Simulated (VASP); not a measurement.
Ir: single point with PBEsol

Crystal: Ir.

```xyz
2
Lattice="2.7514 0.0000 0.0000 -1.3757 2.3828 0.0000 0.0000 0.0000 4.4623" Properties=species:S:1:pos:R:3 pbc="T T T"
Ir    1.3757    0.5693    3.3467
Ir    0.0000    1.5885    1.1156
```

This cell differs from its parent crystal: atom 1 (Ir) moved by (+0.000, -0.225) A along x and y.

```json
{
 "Program": "VASP 6.6.1",
 "Task": "single point",
 "Functional": "PBEsol",
 "Potentials or basis": "VASP PAW PBE potentials, release 64 (Ir)",
 "Cutoff": "520 eV",
 "k mesh": "18 × 18 × 12",
 "Occupations": "gaussian, width 0.15 eV",
 "Spin": "no spin polarisation",
 "Dipole correction": "no",
 "Further INCAR settings": "ALGO = Fast; EDIFF = 1e-06; NBANDS = 16"
}
```

| Quantity | Value |
| --- | --- |
| Pressure | -9.4 GPa |
| Largest force | 1.059 eV/Å |
| Band gap on the k mesh | zero (bands 9 and 10 overlap by 3.34 eV) |

Forces in eV/Å, atoms in the order of the input:
```
Ir   0.000  1.059  0.000
Ir   0.000 -1.059  0.000
```

Stress tensor (GPa, compression positive):
```
-12.45   0.00   0.00
  0.00  -8.87   0.00
  0.00   0.00  -7.02
```

Levels at points of the mesh, in eV from the Fermi level:
```tsv
k point	band 6	band 7	band 8	band 9	band 10	band 11	band 12	band 13
(0.00, 0.00, 0.00)	-3.23	-2.78	-2.68	-1.56	-0.78	-0.48	0.79	6.83
(0.50, 0.00, 0.00)	-3.01	-2.92	0.66	0.81	0.96	2.56	4.47	7.56
(0.00, 0.50, 0.00)	-3.78	-2.90	0.54	0.82	1.23	3.38	3.68	9.01
(0.00, 0.00, 0.50)	-3.86	-3.57	-3.57	-0.71	-0.71	-0.26	-0.26	13.54
(0.50, 0.00, 0.50)	-2.15	-1.05	-1.05	0.93	0.93	2.32	2.32	7.04
(0.00, 0.50, 0.50)	-1.96	-0.20	-0.20	0.89	0.89	1.39	1.39	7.85
```

It took 2.1 min on 1 thread of Intel(R) Xeon(R) 6975P-C (Granite Rapids), on a shared host, peak memory 0.35 GiB.

Caveat: the cell differs from its parent crystal (atom 1 (Ir) moved by (+0.000, -0.225) A along x and y); the cell stands under tension; the PAW data sets were made with another functional, which shifts forces and pressure a little; spin-orbit coupling is left out, which moves the levels of the heavy elements.
